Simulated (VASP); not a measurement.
# YN (Fm-3m) in VASP: notebook, part 2 of 2

VASP 6.6.1.

## 3. Electric field gradients, LDA

The input, INCAR:

```
SYSTEM = YN
PREC = Accurate
ENCUT = 520
EDIFF = 1E-8
ISMEAR = -1
SIGMA = 0.03
LREAL = .FALSE.
LASPH = .TRUE.
NELM = 120
ALGO = Normal
ISIF = 2
LWAVE = .FALSE.
LCHARG = .FALSE.
LEFG = .TRUE.
NBANDS = 15
GGA_COMPAT = .FALSE.
```

The input, KPOINTS:

```
regular mesh
0
G
  11 11 11
  0 0 0
```

The input, POSCAR:

```
YN
1.0
    0.0000000000      2.4385000000      2.4385000000
    2.4385000000      0.0000000000      2.4385000000
    2.4385000000      2.4385000000      0.0000000000
Y N
1 1
Direct
    0.0000000000      0.0000000000      0.0000000000
    0.5000000000      0.5000000000      0.5000000000
```

Potentials or basis: VASP PAW LDA potentials, release 64 (Y_sv, N).

On the command line:

```
> cat potpaw_LDA.64/Y_sv/POTCAR potpaw_LDA.64/N/POTCAR > POTCAR
> mpirun -np 1 vasp_std > vasp.out
```

OUTCAR:

```text
SYSTEM = YN
   PREC = Accurate
   ENCUT = 520
   EDIFF = 1E-8
   ISMEAR = -1
   LREAL = .FALSE.
   LASPH = .TRUE.
   NELM = 120
   ISIF = 2

 ion  position               nearest neighbor table
   1  0.000  0.000  0.000-   2 2.44   2 2.44   2 2.44   2 2.44   2 2.44   2 2.44
   2  0.500  0.500  0.500-   1 2.44   1 2.44   1 2.44   1 2.44   1 2.44   1 2.44

  LATTYP: Found a face centered cubic cell.
 ALAT       =     4.8770000000

  Lattice vectors:

 A1 = (   0.0000000000,   2.4385000000,   2.4385000000)
 A2 = (   2.4385000000,   0.0000000000,   2.4385000000)
 A3 = (   2.4385000000,   2.4385000000,   0.0000000000)

Analysis of symmetry for initial positions (statically):
=====================================================================
 Subroutine PRICEL returns:
 Original cell was already a primitive cell.

 Routine SETGRP: Setting up the symmetry group for a
 face centered cubic supercell.

 Subroutine GETGRP returns: Found 48 space group operations
 (whereof 48 operations were pure point group operations)
 out of a pool of 48 trial point group operations.

The static configuration has the point symmetry O_h .

Analysis of symmetry for dynamics (positions and initial velocities):
=====================================================================
 Subroutine PRICEL returns:
 Original cell was already a primitive cell.

 Routine SETGRP: Setting up the symmetry group for a
 face centered cubic supercell.

 Subroutine GETGRP returns: Found 48 space group operations
 (whereof 48 operations were pure point group operations)
 out of a pool of 48 trial point group operations.

The dynamic configuration has the point symmetry O_h .

 Subroutine INISYM returns: Found 48 space group operations
 (whereof 48 operations are pure point group operations),
 and found     1 'primitive' translations

----------------------------------------------------------------------------------------

                                     Primitive cell

  volume of cell :      29.0000

  direct lattice vectors                    reciprocal lattice vectors
     0.000000000  2.438500000  2.438500000    -0.205044084  0.205044084  0.205044084
     2.438500000  0.000000000  2.438500000     0.205044084 -0.205044084  0.205044084
     2.438500000  2.438500000  0.000000000     0.205044084  0.205044084 -0.205044084

  length of vectors
     3.448559772  3.448559772  3.448559772     0.355146772  0.355146772  0.355146772

  position of ions in fractional coordinates (direct lattice)
     0.000000000  0.000000000  0.000000000
     0.500000000  0.500000000  0.500000000

  ion indices of the primitive-cell ions
   primitive index   ion index
                 1           1
                 2           2

----------------------------------------------------------------------------------------

 KPOINTS: regular mesh

Automatic generation of k-mesh.
 Grid dimensions read from file:
 generate k-points for:   11   11   11

 Generating k-lattice:

  Cartesian coordinates                     Fractional coordinates (reciprocal lattice)
[... 81 lines left out ...]
  volume/ion in A,a.u.               =      14.50        97.85
  Fermi-wavevector in a.u.,A,eV,Ry     =   1.342710  2.537353 24.529520  1.802869
  Thomas-Fermi vector in A             =   2.470842
   LORBIT       =      0    0 simple, 1 ext, 2 COOP (PROOUT), +10 PAW based schemes
   GGA     = CA    functional components
   LHFCALC =     F    Hartree Fock is set to
   AEXX    =    0.0000 exact exchange contribution
   IVDW    =     0    specifies the selected vdW correction
   LEPSILON=     F    determine dielectric tensor
   LRPA    =     F    only Hartree local field effects (RPA)
 non-spin polarized calculation
  energy-cutoff  :      520.00
  volume of cell :       29.00
 maximum number of plane-waves:       801
 NGX is ok and might be reduce to    28
   NGX = 13   NGY = 13   NGZ = 13

 number of electron      16.0000001 magnetization

 Free energy of the ion-electron system (eV)
  ---------------------------------------------------
  ext. energy  EPLUGINS =         0.00000000
  ---------------------------------------------------
  free energy    TOTEN  =       -19.86958624 eV

  energy without entropy =      -19.86943964  energy(sigma->0) =      -19.86951294

 E-fermi :   4.0242     XC(G=0): -11.6228

 val. band max:        3.9774599213   @ k =   0.0000   0.0000   0.0000
 cond. band min:       4.0942219523   @ k =   0.4545   0.4545   0.0000
 fundamental gap:      0.1167620310
 Fermi energy:         4.0242166684

 k-point     1 :       0.0000    0.0000    0.0000
  band No.  band energies     occupation
      1     -36.5311      2.00000
      2     -16.2925      2.00000
      3     -16.2925      2.00000
      4     -16.2925      2.00000
      5      -8.7371      2.00000
      6       3.9775      1.65230
      7       3.9775      1.65229
      8       3.9775      1.65229
      9       7.0389      0.00000
     10       7.0389      0.00000
     11       7.0389      0.00000
     12       8.1892      0.00000
     13       9.0803      0.00000
     14       9.0803      0.00000
[... 401 lines left out ...]
      2     -16.9753      2.00000
      3     -16.5169      2.00000
      4     -16.3247      2.00000
      5      -7.6410      2.00000
      6       1.1386      2.00000
      7       2.1757      2.00000
      8       2.8732      2.00000
      9       7.6313      0.00000
     10       8.2084      0.00000
     11       9.6762      0.00000
     12       9.9206      0.00000
     13      12.0951      0.00000
     14      12.9358      0.00000
     15      18.4860      0.00000

 [... further k-points ...]

------------------------ aborting loop because EDIFF is reached ----------------------------------------

  FORCE on cell =-STRESS in cart. coord.  units (eV):
  Direction    XX          YY          ZZ          XY          YZ          ZX
  --------------------------------------------------------------------------------------
  -------------------------------------------------------------------------------------
  Total       -1.0532888     -1.0532888     -1.0532888      0.0000000      0.0000000      0.0000000
  in kB      -58.1915280    -58.1915280    -58.1915280      0.0000000      0.0000000      0.0000000
  external PRESSURE =     -58.1915280 kB  Pullay stress =       0.0000000 kB

 VOLUME and BASIS-vectors are now :
 -----------------------------------------------------------------------------
  energy-cutoff  :      520.00
  volume of cell :       29.00
      direct lattice vectors                 reciprocal lattice vectors
     0.000000000  2.438500000  2.438500000    -0.205044084  0.205044084  0.205044084
     2.438500000  0.000000000  2.438500000     0.205044084 -0.205044084  0.205044084
     2.438500000  2.438500000  0.000000000     0.205044084  0.205044084 -0.205044084

 POSITION                                       TOTAL-FORCE (eV/Angst)
 -----------------------------------------------------------------------------------
      0.00000      0.00000      0.00000         0.000000      0.000000      0.000000
      2.43850      2.43850      2.43850        -0.000000     -0.000000     -0.000000
 -----------------------------------------------------------------------------------
    total drift:                                0.000000      0.000000      0.000000

  FREE ENERGIE OF THE ION-ELECTRON SYSTEM (eV)
  ---------------------------------------------------
  free  energy   TOTEN  =       -19.8695862358 eV

  energy  without entropy=      -19.8694396436  energy(sigma->0) =      -19.86951294

 Electric field gradients (V/A^2)
---------------------------------------------------------------------
 ion       V_xx      V_yy      V_zz      V_xy      V_xz      V_yz
---------------------------------------------------------------------
   1       0.000     0.000    -0.000     0.000     0.000     0.000
   2       0.000     0.000     0.000     0.000     0.000     0.000
---------------------------------------------------------------------

 Electric field gradients after diagonalization (V/A^2)
 (convention: |V_zz| > |V_xx| > |V_yy|)
----------------------------------------------------------------------
 ion       V_xx      V_yy      V_zz     asymmetry (V_yy - V_xx)/ V_zz
----------------------------------------------------------------------
   1      -0.000    -0.000     0.000       0.000
   2      -0.000    -0.000     0.000       0.000
----------------------------------------------------------------------

           NMR quadrupolar parameters

 Cq : quadrupolar parameter    Cq=e*Q*V_zz/h
 eta: asymmetry parameters     (V_yy - V_xx)/ V_zz
 Q  : nuclear electric quadrupole moment in mb (millibarn)
----------------------------------------------------------------------
 ion       Cq(MHz)       eta       Q (mb)
----------------------------------------------------------------------
   1       0.000       0.000       1.000
   2       0.000       0.000       1.000
----------------------------------------------------------------------
```

OSZICAR:

```text
N       E                     dE             d eps       ncg     rms          rms(c)
DAV:   1     0.515498691204E+02    0.51550E+02   -0.84596E+03  1680   0.108E+03
DAV:   2    -0.207292584866E+02   -0.72279E+02   -0.66358E+02  2299   0.226E+02
DAV:   3    -0.234805415713E+02   -0.27513E+01   -0.27334E+01  2082   0.372E+01
DAV:   4    -0.235250280740E+02   -0.44487E-01   -0.44476E-01  2046   0.469E+00
DAV:   5    -0.235257029296E+02   -0.67486E-03   -0.67485E-03  1981   0.497E-01    0.321E+01
DAV:   6    -0.202413851057E+02    0.32843E+01   -0.89194E+00  1729   0.243E+01    0.350E+01
DAV:   7    -0.199267846255E+02    0.31460E+00   -0.53521E-01  2122   0.582E+00    0.244E+01
DAV:   8    -0.198984548505E+02    0.28330E-01   -0.27370E-01  2436   0.433E+00    0.804E+00
DAV:   9    -0.198697148436E+02    0.28740E-01   -0.32279E-02  2202   0.193E+00    0.133E+00
DAV:  10    -0.198696690229E+02    0.45821E-04   -0.51515E-03  1841   0.621E-01    0.411E-01
DAV:  11    -0.198696079209E+02    0.61102E-04   -0.46294E-04  2100   0.151E-01    0.314E-01
DAV:  12    -0.198695860377E+02    0.21883E-04   -0.38282E-05  2030   0.488E-02    0.404E-02
DAV:  13    -0.198695863750E+02   -0.33730E-06   -0.74111E-07  1820   0.781E-03    0.112E-02
DAV:  14    -0.198695862371E+02    0.13789E-06   -0.13312E-07  2107   0.320E-03    0.100E-03
DAV:  15    -0.198695862358E+02    0.12815E-08   -0.66148E-09  1512   0.677E-04
   1 F= -.19869586E+02 E0= -.19869513E+02  d E =-.146592E-03
```

stdout:

```text
POSCAR found type information on POSCAR Y N
 POSCAR found :  2 types and       2 ions
 scaLAPACK will be used
 LDA part: xc-table for (Slater(with rela. corr.)+CA(PZ))
 , standard interpolation
 POSCAR, INCAR and KPOINTS ok, starting setup
 FFT: planning ... GRIDC
 FFT: planning ... GRID_SOFT
 FFT: planning ... GRID
 WAVECAR not read
 entering main loop
ion   1

ion   2
```

Run time: 32 s. Hardware: 1 thread of AMD EPYC 7R43 (Zen 3), shared host; peak memory 0.14 GiB.

Results:

| Property | Result |
| --- | --- |
| Free energy | -19.8696 eV |
| Pressure | -5.8 GPa |
| Band gap on the k mesh | 0.12 eV (least direct gap 0.51 eV) |
| Largest electric field gradient by atom | zero within the noise of the run |

Levels at points of the mesh, in eV from the valence-band top:
```csv
k point,band 4,band 5,band 6,band 7,band 8,band 9,band 10,band 11,band 12,band 13
"(0.00, 0.00, 0.00)",-20.27,-12.71,0.00,0.00,0.00,3.06,3.06,3.06,4.21,5.10
```

Caveat: the cell stands under tension; an odd mesh through Γ misses points on the zone boundary, where band edges can lie.
